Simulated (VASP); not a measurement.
# NiSb (P6_3/mmc) in VASP: further runs

NiSb is run at these levels: PBE; tasks: single point.

Program: VASP 6.6.1. These are calculated values, not measurements. Logs are shortened: lines on timing, memory, paths and dates and some standing lists are left out, and cuts for length are marked.

### 1 The cell of the first run

It takes space group P6_3/mmc (No. 194, hexagonal). Conventional cell: a = 3.896 Å, b = 3.896 Å, c = 5.250 Å, α = 90.00°, β = 90.00°, γ = 120.00°. Within 3.4 Å of Ni (site symmetry -3m) lie 6 Sb at 2.60 Å and 2 Ni at 2.62 Å. Within 3.4 Å of Sb (site symmetry -6m2) lie 6 Ni at 2.60 Å.

### 2 Single point, PBE (biaxial strain in the a-b plane: -2.0 %, then relaxed in part)

INCAR

```
SYSTEM = NiSb
ALGO = Normal ; EDIFF = 1E-7
ENCUT = 520 ; GGA = PE
ISIF = 2 ; ISMEAR = 0
LASPH = .True. ; LCHARG = .False.
LREAL = .False. ; LWAVE = .False.
NBANDS = 23 ; NELM = 80
PREC = Accurate ; SIGMA = 0.1
```

KPOINTS

```
k-points
0
Gamma
  18 18 10
  0 0 0
```

POSCAR

```
NiSb
1.0
    3.8964520053      0.0000000000      0.0000000000
   -1.9482260027      3.3744264212      0.0000000000
    0.0000000000      0.0000000000      5.2496815375
Ni Sb
2 2
Direct
    0.0000000000      0.0000000000      0.0000000000
    0.0000000000      0.0000000000      0.5000000000
    0.3333333333      0.6666666667      0.2500000000
    0.6666666667      0.3333333333      0.7500000000
```

Potentials or basis: VASP PAW PBE potentials, release 64 (Ni, Sb).

Launch:

```bash
cat potpaw_PBE.64/Ni/POTCAR potpaw_PBE.64/Sb/POTCAR > POTCAR
mpirun -np 1 vasp_std > vasp.out
```

OUTCAR:

```text
SYSTEM = NiSb
   EDIFF = 1E-7
   ENCUT = 520
   GGA = PE
   ISIF = 2
   ISMEAR = 0
   LASPH = .True.
   LREAL = .False.
   NELM = 80
   PREC = Accurate

 ion  position               nearest neighbor table
   1  0.000  0.000  0.000-   3 2.60   4 2.60   4 2.60   3 2.60   4 2.60   3 2.60   2 2.62   2 2.62

   2  0.000  0.000  0.500-   3 2.60   4 2.60   4 2.60   3 2.60   4 2.60   3 2.60   1 2.62   1 2.62

   3  0.333  0.667  0.250-   1 2.60   2 2.60   1 2.60   2 2.60   1 2.60   2 2.60   4 3.46   4 3.46
                             4 3.46   4 3.46   4 3.46   4 3.46
   4  0.667  0.333  0.750-   1 2.60   2 2.60   1 2.60   2 2.60   1 2.60   2 2.60   3 3.46   3 3.46
                             3 3.46   3 3.46   3 3.46   3 3.46

  LATTYP: Found a hexagonal cell.
 ALAT       =     3.8964520053
 C/A-ratio  =     1.3472978829

  Lattice vectors:

 A1 = (   3.8964520053,   0.0000000000,   0.0000000000)
 A2 = (  -1.9482260027,   3.3744264212,   0.0000000000)
 A3 = (   0.0000000000,   0.0000000000,   5.2496815375)

Analysis of symmetry for initial positions (statically):
=====================================================================
 Subroutine PRICEL returns:
 Original cell was already a primitive cell.

 Routine SETGRP: Setting up the symmetry group for a
 hexagonal supercell.

 Subroutine GETGRP returns: Found 24 space group operations
 (whereof 12 operations were pure point group operations)
 out of a pool of 24 trial point group operations.

The static configuration has the point symmetry D_3d.
 The point group associated with its full space group is D_6h.

Analysis of symmetry for dynamics (positions and initial velocities):
=====================================================================
 Subroutine PRICEL returns:
 Original cell was already a primitive cell.

 Routine SETGRP: Setting up the symmetry group for a
 hexagonal supercell.

 Subroutine GETGRP returns: Found 24 space group operations
 (whereof 12 operations were pure point group operations)
 out of a pool of 24 trial point group operations.

The dynamic configuration has the point symmetry D_3d.
 The point group associated with its full space group is D_6h.

 Subroutine INISYM returns: Found 24 space group operations
 (whereof 12 operations are pure point group operations),
 and found     1 'primitive' translations

----------------------------------------------------------------------------------------

                                     Primitive cell

  volume of cell :      69.0243

  direct lattice vectors                    reciprocal lattice vectors
     3.896452005  0.000000000  0.000000000     0.256643736  0.148173330  0.000000000
    -1.948226003  3.374426421  0.000000000     0.000000000  0.296346660  0.000000000
     0.000000000  0.000000000  5.249681537     0.000000000  0.000000000  0.190487745

  length of vectors
     3.896452005  3.896452005  5.249681537     0.296346660  0.296346660  0.190487745

  position of ions in fractional coordinates (direct lattice)
     0.000000000  0.000000000  0.000000000
     0.000000000  0.000000000  0.500000000
     0.333333333  0.666666667  0.250000000
     0.666666667  0.333333333  0.750000000

  ion indices of the primitive-cell ions
   primitive index   ion index
                 1           1
                 2           2
                 3           3
                 4           4

----------------------------------------------------------------------------------------

 KPOINTS: k-points

Automatic generation of k-mesh.
 Grid dimensions read from file:
 generate k-points for:   18   18   10

 Generating k-lattice:

  Cartesian coordinates                     Fractional coordinates (reciprocal lattice)
     0.014257985  0.008231852  0.000000000     0.055555556  0.000000000  0.000000000
     0.000000000  0.016463703  0.000000000     0.000000000  0.055555556  0.000000000
     0.000000000  0.000000000  0.019048775     0.000000000  0.000000000  0.100000000

  Length of vectors
     0.016463703  0.016463703  0.019048775

  Shift w.r.t. Gamma in fractional coordinates (k-lattice)
     0.000000000  0.000000000  0.000000000

 Subroutine IBZKPT returns following result:
 ===========================================

 Found    222 irreducible k-points:

 Following reciprocal coordinates:
            Coordinates               Weight
  0.000000  0.000000  0.000000      1.000000
  0.055556 -0.000000  0.000000      6.000000
  0.111111 -0.000000  0.000000      6.000000
  0.166667 -0.000000  0.000000      6.000000
  0.222222 -0.000000  0.000000      6.000000
  0.277778 -0.000000  0.000000      6.000000
[... 16 lines left out ...]
  0.333333  0.111111  0.000000     12.000000
  0.388889  0.111111  0.000000     12.000000
 [... further k-points ...]
   k-points           NKPTS =    222   k-points in BZ     NKDIM =    222   number of bands    NBANDS=     23
   number of dos      NEDOS =    301   number of ions     NIONS =      4
   total plane-waves  NPLWV =  36000
   dimension x,y,z NGX =    30 NGY =   30 NGZ =   40
   dimension x,y,z NGXF=    60 NGYF=   60 NGZF=   80
   ions per type =               2   2
   NGX,Y,Z   is equivalent  to a cutoff of  12.80, 12.80, 12.67 a.u.
   NGXF,Y,Z  is equivalent  to a cutoff of  25.60, 25.60, 25.33 a.u.
 SYSTEM =  NiSb
   PREC   = accura    normal or accurate (medium, high low for compatibility)
   ISTART =      0    job   : 0-new  1-cont  2-samecut
   ICHARG =      2    charge: 1-file 2-atom 10-const
   ISPIN  =      1    spin polarized calculation?
   LNONCOLLINEAR =      F non collinear calculations
   LSORBIT =      F    spin-orbit coupling
   LASPH  =      T    aspherical Exc in radial PAW
   ENCUT  =  520.0 eV  38.22 Ry    6.18 a.u.   7.24  7.24  9.76*2*pi/ulx,y,z
   NELM   =     80;   NELMIN=  2; NELMDL= -5     # of ELM steps
   EDIFF  = 0.1E-06   stopping-criterion for ELM
   LREAL  =      F    real-space projection
   EDIFFG = 0.1E-05   stopping-criterion for IOM
   NSW    =      0    number of steps for IOM
   IBRION =     -1    ionic relax: 0-MD 1-quasi-New 2-CG
   NFREE  =      0    steps in history (QN), initial steepest desc. (CG)
   ISIF   =      2    stress and relaxation
   ISYM   =      2    0-nonsym 1-usesym 2-fastsym
   POTIM  = 0.5000    time-step for ionic-motion
   TEBEG  =    0.0;   TEEND  =   0.0 temperature during run
   PSTRESS=    0.0 pullay stress
   NELECT =      30.0000    total number of electrons
   NUPDOWN=      -1.0000    fix difference up-down
   EMIN   =  10.00;   EMAX   =-10.00  energy-range for DOS
   EFERMI =   0.00;   METHOD = LEGACY
   ISMEAR =     0;   SIGMA  =   0.10  broadening in eV -4-tet -1-fermi 0-gaus
   EFERMI_NEDOS =   21; number of points for ismear=-14 and -15
   IALGO  =     38    algorithm
   IMIX   =      4    mixing-type and parameters
     AMIX     =   0.40;   BMIX     =  1.00
     AMIX_MAG =   1.60;   BMIX_MAG =  1.00
  volume/ion in A,a.u.               =      17.26       116.45
  Fermi-wavevector in a.u.,A,eV,Ry     =   1.240075  2.343401 20.922837  1.537785
  Thomas-Fermi vector in A             =   2.374531
   LORBIT       =      0    0 simple, 1 ext, 2 COOP (PROOUT), +10 PAW based schemes
   GGA     = PE    functional components
   LHFCALC =     F    Hartree Fock is set to
   AEXX    =    0.0000 exact exchange contribution
   IVDW    =     0    specifies the selected vdW correction
   LEPSILON=     F    determine dielectric tensor
   LRPA    =     F    only Hartree local field effects (RPA)
 non-spin polarized calculation
 Gauss-broadening in eV      SIGMA  =   0.10
  energy-cutoff  :      520.00
  volume of cell :       69.02
 maximum number of plane-waves:      1879
 NGX is ok and might be reduce to    30
   NGX = 15   NGY = 15   NGZ = 19

 number of electron      30.0000000 magnetization

 Free energy of the ion-electron system (eV)
  ---------------------------------------------------
  ext. energy  EPLUGINS =         0.00000000
  ---------------------------------------------------
  free energy    TOTEN  =       -20.28054179 eV

  energy without entropy =      -20.27073386  energy(sigma->0) =      -20.27563782

 E-fermi :   9.9539     XC(G=0): -11.4876

 val. band max:        9.9510331957   @ k =   0.3889   0.1111   0.0000
 cond. band min:       9.9580316570   @ k =   0.3889   0.1111   0.4000
 fundamental gap:      0.0069984613
 Fermi energy:         9.9538582607

 k-point     1 :       0.0000    0.0000    0.0000
  band No.  band energies     occupation
      1      -2.9822      2.00000
      2       1.2966      2.00000
      3       3.5974      2.00000
      4       6.1127      2.00000
      5       6.1127      2.00000
      6       6.8625      2.00000
[... 15 lines left out ...]
     22      16.3648      0.00000
     23      17.8791      0.00000

 k-point     2 :       0.0556   -0.0000    0.0000
  band No.  band energies     occupation
      1      -2.9426      2.00000
      2       1.3005      2.00000
      3       3.6417      2.00000
      4       6.1001      2.00000
      5       6.1209      2.00000
      6       6.8504      2.00000
[... 15 lines left out ...]
     22      16.4370      0.00000
     23      17.5104      0.00000

 k-point     3 :       0.1111   -0.0000    0.0000
  band No.  band energies     occupation
      1      -2.8245      2.00000
      2       1.3092      2.00000
      3       3.7742      2.00000
      4       6.0558      2.00000
      5       6.1451      2.00000
      6       6.8035      2.00000
[... 15 lines left out ...]
     22      16.7730      0.00000
     23      16.8506      0.00000

 k-point     4 :       0.1667   -0.0000    0.0000
  band No.  band energies     occupation
      1      -2.6293      2.00000
      2       1.3132      2.00000
      3       3.9926      2.00000
      4       5.9483      2.00000
      5       6.1838      2.00000
      6       6.6876      2.00000
[... 15 lines left out ...]
     22      16.7970      0.00000
     23      17.0628      0.00000

 k-point     5 :       0.2222   -0.0000    0.0000
  band No.  band energies     occupation
      1      -2.3598      2.00000
      2       1.2951      2.00000
      3       4.2927      2.00000
      4       5.6861      2.00000
      5       6.2339      2.00000
      6       6.5170      2.00000
[... 15 lines left out ...]
     22      16.3664      0.00000
     23      17.2588      0.00000

 k-point     6 :       0.2778   -0.0000    0.0000
  band No.  band energies     occupation
      1      -2.0209      2.00000
      2       1.2279      2.00000
      3       4.6677      2.00000
      4       5.2225      2.00000
      5       6.2893      2.00000
      6       6.4190      2.00000
[... 15 lines left out ...]
     22      16.0171      0.00000
     23      18.0356      0.00000

 k-point     7 :       0.3333   -0.0000    0.0000
  band No.  band energies     occupation
      1      -1.6210      2.00000
      2       1.0777      2.00000
      3       4.7093      2.00000
      4       5.1058      2.00000
      5       6.3407      2.00000
      6       6.4125      2.00000
[... 353 lines left out ...]
     22      17.0165      0.00000
     23      17.4688      0.00000

 k-point    21 :       0.2222    0.1111    0.0000
  band No.  band energies     occupation
      1      -1.9100      2.00000
      2       1.2195      2.00000
      3       4.7887      2.00000
      4       5.3007      2.00000
      5       6.0311      2.00000
      6       6.2429      2.00000
[... 15 lines left out ...]
     22      17.0986      0.00000
     23      17.5385      0.00000

 k-point    22 :       0.2778    0.1111    0.0000
  band No.  band energies     occupation
      1      -1.5146      2.00000
      2       1.0780      2.00000
      3       4.7436      2.00000
      4       5.2188      2.00000
      5       6.0229      2.00000
      6       6.2025      2.00000
[... 15 lines left out ...]
     22      17.5657      0.00000
     23      17.5917      0.00000

 k-point    23 :       0.3333    0.1111    0.0000
  band No.  band energies     occupation
      1      -1.0760      2.00000
      2       0.8391      2.00000
      3       4.2841      2.00000
      4       5.6857      2.00000
      5       6.0391      2.00000
      6       6.1785      2.00000
[... 15 lines left out ...]
     22      17.5677      0.00000
     23      18.5232      0.00000

 k-point    24 :       0.3889    0.1111    0.0000
  band No.  band energies     occupation
      1      -0.6335      2.00000
      2       0.5163      2.00000
      3       3.9967      2.00000
      4       6.0555      2.00000
      5       6.1442      2.00000
      6       6.1717      2.00000
[... 15 lines left out ...]
     22      17.5617      0.00000
     23      19.5659      0.00000

 [... further k-points ...]
[... 5 lines left out ...]
  --------------------------------------------------------------------------------------
  -------------------------------------------------------------------------------------
  Total        1.7279118      1.7279118     -0.0330994     -0.0000000     -0.0000000     -0.0000000
  in kB       40.1078990     40.1078990     -0.7682955     -0.0000000     -0.0000000     -0.0000000
  external PRESSURE =      26.4825008 kB  Pullay stress =       0.0000000 kB

 VOLUME and BASIS-vectors are now :
 -----------------------------------------------------------------------------
  energy-cutoff  :      520.00
  volume of cell :       69.02
      direct lattice vectors                 reciprocal lattice vectors
     3.896452005  0.000000000  0.000000000     0.256643736  0.148173330  0.000000000
    -1.948226003  3.374426421  0.000000000     0.000000000  0.296346660  0.000000000
     0.000000000  0.000000000  5.249681537     0.000000000  0.000000000  0.190487745

 POSITION                                       TOTAL-FORCE (eV/Angst)
 -----------------------------------------------------------------------------------
      0.00000      0.00000      0.00000         0.000000      0.000000     -0.000000
      0.00000      0.00000      2.62484         0.000000      0.000000     -0.000000
     -0.00000      2.24962      1.31242         0.000000      0.000000      0.000000
      1.94823      1.12481      3.93726        -0.000000     -0.000000     -0.000000
 -----------------------------------------------------------------------------------
    total drift:                               -0.000000     -0.000000     -0.000000

  FREE ENERGIE OF THE ION-ELECTRON SYSTEM (eV)
  ---------------------------------------------------
  free  energy   TOTEN  =       -20.2805417874 eV

  energy  without entropy=      -20.2707338596  energy(sigma->0) =      -20.27563782
```

It took 8.1 min on 1 thread of Oxide Virtual Turin-like, shared host; peak memory 0.39 GiB.

What came out:

```
Free energy            : -20.2805 eV
Pressure               : 2.6 GPa
Band gap on the k mesh : zero (band 15 reaches 12.11 eV, above the bottom of band 16 at 8.65 eV)
```

Levels at points of the mesh, in eV from the Fermi level:
```csv
k point,band 11,band 12,band 13,band 14,band 15,band 16,band 17,band 18,band 19,band 20
"(0.00, 0.00, 0.00)",-1.43,-1.43,-0.19,0.75,0.75,2.62,2.62,3.40,3.90,5.56
"(0.50, 0.00, 0.00)",-2.06,-1.88,-1.62,-1.50,-1.42,-0.35,0.99,3.51,3.89,5.32
"(0.00, 0.00, 0.50)",-2.10,-2.10,0.11,0.11,2.16,2.16,2.16,2.16,5.24,5.24
"(0.50, 0.00, 0.50)",-1.91,-1.91,-1.82,-1.82,0.23,0.23,1.73,1.73,4.88,4.88
```

Caveat: the cell differs from its parent crystal (biaxial strain in the a-b plane: -2.0 %, then relaxed in part); spin-orbit coupling is left out, which moves the levels of the heavy elements. Spin polarisation is off, so any magnetic state and its effect on volume and gap are missing.

### 3 Single point, PBE (biaxial strain in the a-b plane: -1.0 %)

INCAR

```
  PREC = Accurate
  ENCUT = 520
  EDIFF = 1E-6
  ISMEAR = 0
  SIGMA = 0.1
  LREAL = False
  LASPH = True
  NELM = 100
  ALGO = Normal
  ISIF = 2
  LWAVE = False
  LCHARG = False
  GGA = PE
  NBANDS = 23
```

KPOINTS

```
regular mesh
0
Gamma
  18 18 10
```

POSCAR

```
NiSb
1.0
    3.9362117197      0.0000000000      0.0000000000
   -1.9681058598      3.4088593439      0.0000000000
    0.0000000000      0.0000000000      5.1878200242
Ni Sb
2 2
Direct
    0.0000000000      0.0000000000      0.0000000000
    0.0000000000      0.0000000000      0.5000000000
    0.3333333333      0.6666666667      0.2500000000
    0.6666666667      0.3333333333      0.7500000000
```

Potentials or basis: VASP PAW PBE potentials, release 64 (Ni, Sb).

Launch:

```bash
cat potpaw_PBE.64/Ni/POTCAR potpaw_PBE.64/Sb/POTCAR > POTCAR
mpirun -np 1 vasp_std > vasp.out
```

Run time: 7.1 min. Hardware: 1 thread of Oxide Virtual Turin-like, shared host; peak memory 0.4 GiB.

The run converged. Its results:

- Free energy: -20.3060 eV
- Pressure: 1.5 GPa
- Band gap on the k mesh: zero (band 15 reaches 11.89 eV, above the bottom of band 16 at 8.55 eV)

Stress tensor (GPa, compression positive):
```
2.03 0.00 0.00
0.00 2.03 0.00
0.00 0.00 0.47
```

Levels at points of the mesh, in eV from the Fermi level:
```csv
k point,band 11,band 12,band 13,band 14,band 15,band 16,band 17,band 18,band 19,band 20
"(0.00, 0.00, 0.00)",-1.33,-1.33,-0.07,0.64,0.64,2.50,2.50,3.22,3.94,5.30
"(0.50, 0.00, 0.00)",-2.03,-1.82,-1.56,-1.40,-1.32,-0.36,1.08,3.46,3.90,5.33
"(0.00, 0.00, 0.50)",-2.04,-2.04,0.18,0.18,2.08,2.08,2.08,2.08,5.17,5.17
"(0.50, 0.00, 0.50)",-1.87,-1.87,-1.77,-1.77,0.22,0.22,1.67,1.67,5.05,5.05
```

Caveat: the cell differs from its parent crystal (biaxial strain in the a-b plane: -1.0 %); spin-orbit coupling is left out, which moves the levels of the heavy elements. Spin polarisation is off, so any magnetic state and its effect on volume and gap are missing.
